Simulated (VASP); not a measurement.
# Cd (P6_3/mmc) in VASP: a series of runs, part 2 of 2

VASP 6.6.1. The steps go on from the part before.

**4. Relaxation of cell and atoms, PBE**

This run uses another cell than the first one, of 21.59 Å³/atom.

Input file INCAR:

```
SYSTEM = Cd
  ALGO = Fast
  EDIFF = 1E-6
  EDIFFG = -0.005
  ENCUT = 600
  GGA = PE
  IBRION = 2
  ISIF = 3
  ISMEAR = 0
  LASPH = .TRUE.
  LCHARG = .FALSE.
  LREAL = .FALSE.
  LWAVE = .FALSE.
  NELM = 60
  NSW = 100
  PREC = Accurate
  SIGMA = 0.1
```

Input file KPOINTS:

```
k-points
0
G
  18 18 8
  0 0 0
```

Input file POSCAR:

```
Cd
1.0
    3.1252960000      0.0000000000      0.0000000000
   -1.5626480000      2.7065860000      0.0000000000
    0.0000000000      0.0000000000      5.1035870000
Cd
2
Direct
    0.0000000000      0.0000000000      0.0000000000
    0.3333333300      0.6666666700      0.5000000000
```

Potentials or basis: VASP PAW PBE potentials, release 64 (Cd).

The run is started by

```console
cat potpaw_PBE.64/Cd/POTCAR > POTCAR
mpirun -np 1 vasp_std > vasp.out
```

OUTCAR:

```text
SYSTEM = Cd
   EDIFF = 1E-6
   EDIFFG = -0.005
   ENCUT = 600
   GGA = PE
   IBRION = 2
   ISIF = 3
   ISMEAR = 0
   LASPH = .TRUE.
   LREAL = .FALSE.
   NELM = 60
   NSW = 100
   PREC = Accurate

 ion  position               nearest neighbor table
   1  0.000  0.000  0.000-   2 3.13   2 3.13   2 3.13   2 3.13   2 3.13   2 3.13
   2  0.333  0.667  0.500-   1 3.13   1 3.13   1 3.13   1 3.13   1 3.13   1 3.13

  LATTYP: Found a hexagonal cell.
 ALAT       =     3.1252960000
 C/A-ratio  =     1.6329931629

  Lattice vectors:

 A1 = (   3.1252960000,   0.0000000000,   0.0000000000)
 A2 = (  -1.5626480000,   2.7065860000,   0.0000000000)
 A3 = (   0.0000000000,   0.0000000000,   5.1035870000)

Analysis of symmetry for initial positions (statically):
=====================================================================
 Subroutine PRICEL returns:
 Original cell was already a primitive cell.

 Routine SETGRP: Setting up the symmetry group for a
 hexagonal supercell.

 Subroutine GETGRP returns: Found 24 space group operations
 (whereof 12 operations were pure point group operations)
 out of a pool of 24 trial point group operations.

The static configuration has the point symmetry D_3h.
 The point group associated with its full space group is D_6h.

Analysis of symmetry for dynamics (positions and initial velocities):
=====================================================================
 Subroutine PRICEL returns:
 Original cell was already a primitive cell.

 Routine SETGRP: Setting up the symmetry group for a
 hexagonal supercell.

 Subroutine GETGRP returns: Found 24 space group operations
 (whereof 12 operations were pure point group operations)
 out of a pool of 24 trial point group operations.

The dynamic configuration has the point symmetry D_3h.
[... 137 lines left out ...]
 maximum number of plane-waves:      1464
 NGX is ok and might be reduce to    28
   NGX = 13   NGY = 13   NGZ = 21

--------------------------------------- Ionic step        1  -------------------------------------------

 number of electron      24.0000000 magnetization

 Free energy of the ion-electron system (eV)
  ---------------------------------------------------
  ext. energy  EPLUGINS =         0.00000000
  ---------------------------------------------------
  free energy    TOTEN  =        -1.45056367 eV

  energy without entropy =       -1.44591865  energy(sigma->0) =       -1.44824116

------------------------ aborting loop because EDIFF is reached ----------------------------------------

  FORCE on cell =-STRESS in cart. coord.  units (eV):
  Direction    XX          YY          ZZ          XY          YZ          ZX
  --------------------------------------------------------------------------------------
  -------------------------------------------------------------------------------------
  Total        0.6285308      0.6285310      0.7255909      0.0000000      0.0000000      0.0000000
  in kB       23.3264507     23.3264554     26.9286061      0.0000000      0.0000000      0.0000000
  external PRESSURE =      24.5271707 kB  Pullay stress =       0.0000000 kB
[... 89 lines left out ...]
  FREE ENERGIE OF THE ION-ELECTRON SYSTEM (eV)
  ---------------------------------------------------
  free  energy   TOTEN  =        -1.4669545115 eV

  energy  without entropy=       -1.4620528438  energy(sigma->0) =       -1.46450368

[... ionic steps 4 to 38 ...]

--------------------------------------- Ionic step       39  -------------------------------------------

 number of electron      24.0000003 magnetization

------------------------ aborting loop because EDIFF is reached ----------------------------------------
[... 67 lines left out ...]
--------------------------------------- Ionic step       41  -------------------------------------------

 number of electron      24.0000001 magnetization

 Free energy of the ion-electron system (eV)
  ---------------------------------------------------
  ext. energy  EPLUGINS =         0.00000000
  ---------------------------------------------------
  free energy    TOTEN  =        -1.49413062 eV

  energy without entropy =       -1.49105221  energy(sigma->0) =       -1.49259142

 E-fermi :   2.5988     XC(G=0): -10.7011

 val. band max:        2.5817676473   @ k =   0.3889   0.0556   0.0000
 cond. band min:       2.6178469373   @ k =   0.2222   0.0556   0.1250
 fundamental gap:      0.0360792899
 Fermi energy:         2.5988476649

 k-point     1 :       0.0000    0.0000    0.0000
  band No.  band energies     occupation
      1      -7.1298      2.00000
      2      -6.9260      2.00000
      3      -6.5853      2.00000
      4      -6.5853      2.00000
      5      -6.5456      2.00000
      6      -6.5456      2.00000
[... 433 lines left out ...]
      3      -6.8842      2.00000
      4      -6.5184      2.00000
      5      -6.3662      2.00000
      6      -6.2716      2.00000
[... 8 lines left out ...]
     15       6.5652      0.00000
     16       8.8808      0.00000

 [... further k-points ...]
[... 5 lines left out ...]
  --------------------------------------------------------------------------------------
  -------------------------------------------------------------------------------------
  Total        0.0082599      0.0082599      0.0054704      0.0000000      0.0000000      0.0000000
  in kB        0.2879904      0.2879904      0.1907326      0.0000000      0.0000000      0.0000000
  external PRESSURE =       0.2555711 kB  Pullay stress =       0.0000000 kB
[... 17 lines left out ...]
  FREE ENERGIE OF THE ION-ELECTRON SYSTEM (eV)
  ---------------------------------------------------
  free  energy   TOTEN  =        -1.4941306198 eV

  energy  without entropy=       -1.4910522107  energy(sigma->0) =       -1.49259142

 reached required accuracy - stopping structural energy minimisation
```

Wall time 29 min (1 thread of AMD EPYC 9R45 (Zen 5), shared host); peak memory 0.27 GiB.

Results:

```
Free energy                           : -1.4941 eV
Relaxed volume                        : 22.98 Å³/atom
Relaxed cell                          : a = 3.022 Å, b = 3.022 Å, c = 5.811 Å, α = 90.00°, β = 90.00°, γ = 120.00°
Space group after relaxing (to 0.1 Å) : P6_3/mmc (No. 194)
Energy gained by relaxing             : 21.8 meV/atom
Ionic steps                           : 41
Pressure after relaxing               : 0.0 GPa
Band gap on the k mesh                : zero (bands 12 and 13 overlap by 4.39 eV)
```

Step by step:
```csv
step,energy change (eV),largest force (eV/Å),pressure (GPa),volume (Å³)
1,0.0000,0.0000,2.45,43.17
3,-0.0164,0.0000,-0.01,45.58
5,-0.0166,0.0000,-0.07,45.48
7,-0.0171,0.0000,0.39,45.03
9,-0.0178,0.0000,0.49,44.85
11,-0.0194,0.0000,1.29,44.14
13,-0.0196,0.0000,1.49,43.91
15,-0.0196,0.0000,1.69,43.83
17,-0.0200,0.0000,1.79,43.76
19,-0.0211,0.0000,2.20,43.43
21,-0.0212,0.0000,2.36,43.36
23,-0.0257,0.0000,2.33,43.50
25,-0.0317,0.0000,2.08,44.07
27,-0.0432,0.0000,0.32,45.63
29,-0.0434,0.0000,-0.05,46.04
31,-0.0434,0.0000,-0.06,45.93
33,-0.0434,0.0000,0.01,45.89
35,-0.0434,0.0000,0.04,45.87
37,-0.0435,0.0000,0.06,45.88
39,-0.0435,0.0000,0.09,45.91
41,-0.0436,0.0000,0.03,45.95
```

Final structure:
```yaml
crystal:
  lattice:
    - [3.02178, 0.00000, 0.00000]
    - [-1.51089, 2.61694, 0.00000]
    - [0.00000, 0.00000, 5.81099]
  atoms:
    - { symbol: Cd, position: [0.00000, 0.00000, 0.00000] }
    - { symbol: Cd, position: [0.33333, 0.66667, 0.50000] }
```

Levels at points of the mesh, in eV from the Fermi level:
```csv
k point,band 9,band 10,band 11,band 12,band 13,band 14,band 15,band 16
"(0.00, 0.00, 0.00)",-8.50,-8.50,-8.50,-3.32,-2.88,9.65,14.47,14.47
"(0.50, 0.00, 0.00)",-8.24,-8.22,-2.17,-1.79,1.72,2.72,2.93,5.00
"(0.00, 0.00, 0.50)",-8.58,-8.58,-7.12,-7.12,3.20,3.20,14.61,14.61
"(0.50, 0.00, 0.50)",-8.23,-8.23,-1.40,-1.40,-0.06,-0.06,7.55,7.55
```

**5. Summary**

| task | cell | k mesh | cutoff (eV) | gap on the mesh (eV) | pressure (GPa) |
| --- | --- | --- | --- | --- | --- |
| single point | a = 3.014, b = 3.014, c = 5.831 Å, angles 90.0, 90.0, 120.0°, 2 atoms, atomic positions A | 18 × 18 × 8 | 520 | none | 0.3 |
| single point | a = 3.029, b = 3.029, c = 11.574 Å, angles 90.0, 90.0, 120.0°, 4 atoms, atomic positions B | 18 × 18 × 4 | 520 | none | 0.3 |
| relaxation of cell and atoms | relaxed from a = 3.125, b = 3.125, c = 5.104 Å, angles 90.0, 90.0, 120.0°, 2 atoms, atomic positions A | 18 × 18 × 8 | 600 | none | 0.0 |

Alike in all rows: level PBE; potentials or basis VASP PAW PBE potentials, release 64 (Cd); no spin polarisation; smearing gaussian 0.1 eV.

Absolute energies hang on the potentials; compare differences alone.

The gap in the log of VASP goes by the Fermi energy; the results here count the filled bands.